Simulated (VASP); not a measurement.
Crystal: Te2Pb3Se.

```
Te Pb Se
1.0
     4.56026    0.00000    0.00000
    -2.28013    3.94930    0.00000
     0.00000    0.00000   11.17207
Te Pb Se
2 3 1
Direct
  0.33333 0.66667 0.67338
  0.66667 0.33333 0.32662
  0.66667 0.33333 0.84733
  0.00000 0.00000 0.50000
  0.33333 0.66667 0.15267
  0.00000 0.00000 0.00000
```

Base run:

- Program: VASP 6.6.1
- Functional: PBE
- Potentials or basis: VASP PAW PBE potentials, release 64 (Te, Pb_d, Se)
- Cutoff: 520 eV
- k mesh: 6 × 6 × 4
- Occupations: gaussian, width 0.02 eV
- Spin: no spin polarisation

Its results: band gap on the k mesh 0.69 eV (least direct gap 0.71 eV); pressure 0.0 GPa; largest force 0.004 eV/Å.

Task: The run is repeated on the same cell with these changes: functional from PBE to PBEsol; further incar settings from ALGO = Normal; EDIFF = 1e-06; NBANDS = 39 to ALGO = Normal; EDIFF = 1e-07; NBANDS = 39. What comes out?

Result: Band gap on the k mesh 0.62 eV (least direct gap 0.64 eV); pressure -2.4 GPa; largest force 0.005 eV/Å.

Caveats: spin-orbit coupling is left out, which moves the levels of the heavy elements; the PAW data sets were made with another functional, which shifts forces and pressure a little (at least some runs).

A k mesh can miss the band edges.
